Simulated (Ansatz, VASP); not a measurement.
Ta4N in VASP and in Ansatz

```
Ta N
1.0
     4.40728    0.00000    0.00000
     0.00000    4.40728    0.00000
     0.00000    0.00000    4.40728
Ta N
4 1
Direct
  0.25829 0.74171 0.74171
  0.74171 0.25829 0.74171
  0.74171 0.74171 0.25829
  0.25829 0.25829 0.25829
  0.00000 0.00000 0.00000
```

Change from the starting cell: species swapped into the SnI4 type (P-43m, No. 215).

Alike in both runs: task single point; functional PBE; k mesh 4 × 4 × 4; occupations gaussian, width 0.1 eV; collinear spin.

|  | VASP | Ansatz |
| --- | --- | --- |
| version | VASP 6.6.1 | Ansatz 0.2.0 |
| potentials or method | VASP PAW PBE potentials, release 64 (Ta_pv, N), cutoff 520 eV | scalar-relativistic, plane waves, PAW |
| valence electrons in the cell | 49 | 57 |

|  | VASP | Ansatz | Ansatz less VASP |
| --- | --- | --- | --- |
| gap on the k mesh at the Fermi level (eV) | none | none | - |
| pressure (GPa) | 0.1 | -0.2 | -0.29 |
| rms of the force components (eV/Å) | 0.007 | 0.027 | +0.0205 |
| net moment per atom (μB) | 0.00 | 0.00 | 0.000 |

Atom by atom the forces differ by 0.034 eV/Å (rms over components). A gap of «none» marks a metal or a gap that the smearing closes. With one functional, cell and mesh, what is left measures potentials, basis and numerics. VASP's potentials hold 49 valence electrons a cell and Ansatz's 57, so a difference there can come from the potentials and not from the codes. Ansatz's warnings: seeded moment not kept.

Spin-orbit coupling is off throughout.
